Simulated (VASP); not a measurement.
Here is a VASP 6.6.1 calculation.

INCAR

```
SYSTEM = MgO
ALGO = Normal
EDIFF = 1E-6
ENCUT = 520
GGA = PS
ISIF = 2
ISMEAR = 0
LASPH = .True.
LCHARG = .False.
LREAL = .False.
LWAVE = .False.
NBANDS = 16
NELM = 100
PREC = Accurate
SIGMA = 0.05
```

The input KPOINTS:

```
k-points
0
Gamma
  9 9 6
  0 0 0
```

File POSCAR:

```
MgO
1.0
    3.5763691814      0.0000000000      0.0000000000
   -1.7881845907      3.0972265644      0.0000000000
    0.0000000000      0.0000000000      3.9988201221
Mg O
2 2
Direct
    0.6465117478      0.2930234957      0.7500000000
    0.3534882522      0.7069765043      0.2500000000
    0.6815065062      0.3630130124      0.2500000000
    0.3184934938      0.6369869876      0.7500000000
```

Potentials or basis: VASP PAW PBE potentials, release 64 (Mg, O).

Command:

```bash
$ cat potpaw_PBE.64/Mg/POTCAR potpaw_PBE.64/O/POTCAR > POTCAR
$ mpirun -np 1 vasp_std > vasp.out
```

Task: What does it give for the pressure?

Result: 1.7 GPa.

Task: Predict the band gap on the k mesh.

Result: 3.26 eV, direct.

Forces in eV/Å, atoms in the order of the input:
```
Mg   0.000  1.071  0.000
Mg   0.000 -1.071  0.000
O    0.000 -0.530  0.000
O    0.000  0.530  0.000
```

Caveat: the cell differs from its parent crystal (mode 5 frozen in at -0.122 Å, strain +e along z and -e/2 along x and y -0.0467); the PAW data sets were made with another functional, which shifts forces and pressure a little.
